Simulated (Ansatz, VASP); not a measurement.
# One calculation of Ti, two programs

The input INCAR:

```
PREC = Accurate
ENCUT = 520
EDIFF = 1E-8
ISMEAR = -1
SIGMA = 0.05
LREAL = F
LASPH = T
NELM = 100
ALGO = Normal
ISIF = 2
LWAVE = F
LCHARG = F
GGA = PE
LEFG = T
NBANDS = 12
```

KPOINTS

```
Automatic mesh
0
Gamma
  14 14 14
```

Contents of POSCAR:

```
Ti
1.0
   -1.6464518673      1.6464518673      1.6464518673
    1.6464518673     -1.6464518673      1.6464518673
    1.6464518673      1.6464518673     -1.6464518673
Ti
1
Direct
    0.0000000000      0.0000000000      0.0000000000
```

Input for Ansatz:

```yaml
crystal:
  lattice:
    - [-1.6464518673, 1.6464518673, 1.6464518673]
    - [1.6464518673, -1.6464518673, 1.6464518673]
    - [1.6464518673, 1.6464518673, -1.6464518673]
  atoms:
    - { symbol: Ti, position: [0.0, 0.0, 0.0] }
kpoints:
  mp_grid: { grid: [14, 14, 14] }
scf:
  occupations: { method: fermi_dirac, width: 0.05 }
hamiltonian:
  xc: pbe
  pseudopotentials: { kind: all_electron, datasets: crystal }
output:
  forces: true
  stress: true
  eigenvalues: true
  efg: { contact_densities: true }
```

Change from the starting cell: volume scaled by 1.01, crystal datasets.

Alike in both runs: task electric field gradients; functional PBE; k mesh 14 × 14 × 14; occupations fermi-dirac, width 0.05 eV; no spin polarisation.

```csv
,VASP,Ansatz
version,VASP 6.6.1,Ansatz 0.2.0
potentials or method,"VASP PAW PBE potentials, release 64 (Ti_sv), cutoff 520 eV","all-electron PAW with datasets made for the crystal, scalar-relativistic"
```

```csv
,VASP,Ansatz,Ansatz less VASP
pressure (GPa),-3.6,-3.4,+0.20
```

Ansatz ran all-electron here, and VASP with PAW potentials.
